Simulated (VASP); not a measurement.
Runs of VASP 6.6.1 on P. The structure is that of space group Fm-3m (No. 225), or close to it. The cells are those of the table. This isn't the form of P at room conditions, which is orthorhombic.

```tsv
task	cell	k mesh	cutoff (eV)	gap on the mesh (eV)	pressure (GPa)
single point	a = 2.800 Å, angles 60.0°, 1 atom	16 × 16 × 16	520	none	-9.5
single point	a = 2.696 Å, angles 60.0°, 1 atom	14 × 14 × 14	520	none	(b)
single point	a = 2.696 Å, angles 60.0°, 1 atom	16 × 16 × 16	520	none	(a)
single point	a = 2.766 Å, angles 60.0°, 1 atom	16 × 16 × 16	520	none	-6.7
single point	a = 2.622 Å, angles 60.0°, 1 atom	16 × 16 × 16	520	none	10.9
single point	a = 2.660 Å, angles 60.0°, 1 atom	16 × 16 × 16	520	none	5.3
relaxation of cell and atoms	relaxed from a = 2.782 Å, angles 60.0°, 1 atom	14 × 14 × 14	600	none	0.0
```

Alike in all rows: level LDA; potentials or basis VASP PAW LDA potentials, release 64 (P); no spin polarisation; smearing fermi-dirac 0.1 eV.

Q: Estimate the missing entries.

A: (a) 0.6; (b) -0.1.

Caveats: an odd number of electrons without spin polarisation forces a metal; a magnetic or distorted state may lie lower; the cell stands under tension (at least some runs); the cell stands under pressure (at least some runs).

A gap of «none» marks levels without a gap at the run's occupations.
